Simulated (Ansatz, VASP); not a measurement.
One calculation of Tl2CuO4, two programs

File INCAR:

```
PREC = Accurate
ENCUT = 520
EDIFF = 1E-6
ISMEAR = -1
SIGMA = 0.05
LREAL = F
LASPH = T
NELM = 80
ALGO = Normal
ISIF = 2
LWAVE = F
LCHARG = T
GGA = PE
LELF = T
LVHAR = T
NBANDS = 40
```

Contents of KPOINTS:

```
Automatic mesh
0
Gamma
  10 10 10
```

File POSCAR:

```
Tl2CuO4
1.0
   -1.9267547743      1.9267547743      5.8127552351
    1.9267547743     -1.9267547743      5.8127552351
    1.9267547743      1.9267547743     -5.8127552351
Tl Cu O
2 1 4
Direct
    0.3493790000      0.3493790000      0.0000000000
    0.6506210000      0.6506210000      0.0000000000
    0.0000000000      0.0000000000      0.0000000000
    0.0000000000      0.5000000000      0.5000000000
    0.5000000000      0.0000000000      0.5000000000
    0.2500000000      0.7500000000      0.5000000000
    0.7500000000      0.2500000000      0.5000000000
```

Contents of input.yaml:

```yaml
crystal:
  lattice:
    - [-1.9267547743, 1.9267547743, 5.8127552351]
    - [1.9267547743, -1.9267547743, 5.8127552351]
    - [1.9267547743, 1.9267547743, -5.8127552351]
  atoms:
    - { symbol: Tl, position: [0.349379, 0.349379, 0.0] }
    - { symbol: Tl, position: [0.650621, 0.650621, 0.0] }
    - { symbol: Cu, position: [0.0, 0.0, 0.0] }
    - { symbol: O, position: [0.0, 0.5, 0.5] }
    - { symbol: O, position: [0.5, 0.0, 0.5] }
    - { symbol: O, position: [0.25, 0.75, 0.5] }
    - { symbol: O, position: [0.75, 0.25, 0.5] }
hamiltonian:
  xc: pbe
  pseudopotentials: { kind: paw }
kpoints:
  mp_grid: { grid: [10, 10, 10] }
scf:
  occupations: { method: fermi_dirac, width: 0.05 }
output:
  forces: true
  stress: true
  eigenvalues: true
```

Alike in both runs: task single point; functional PBE; k mesh 10 × 10 × 10; occupations fermi-dirac, width 0.05 eV; no spin polarisation.

|  | VASP | Ansatz |
| --- | --- | --- |
| version | VASP 6.6.1 | Ansatz 0.2.0 |
| potentials or method | VASP PAW PBE potentials, release 64 (Tl_d, Cu, O) | Ansatz PAW |
| plane-wave cutoff (eV) | 520 | 420 |
| valence electrons in the cell | 61 | 69 |

|  | VASP | Ansatz | Ansatz less VASP |
| --- | --- | --- | --- |
| gap on the k mesh at the Fermi level (eV) | none | none | - |
| pressure (GPa) | 9.3 | 9.0 | -0.30 |
| traceless stress, the component that is largest in VASP (GPa) | -1.72 | -1.37 | +0.343 |
| rms of the force components (eV/Å) | 0.084 | 0.075 | -0.0086 |

Atom by atom the forces differ by 0.009 eV/Å (rms over components). A gap of «none» marks a metal or a gap that the smearing closes. With one functional, cell and mesh, what is left measures potentials, basis and numerics. VASP's potentials hold 61 valence electrons a cell and Ansatz's 69, so a difference there can come from the potentials and not from the codes.

Neither program's run includes spin-orbit coupling.
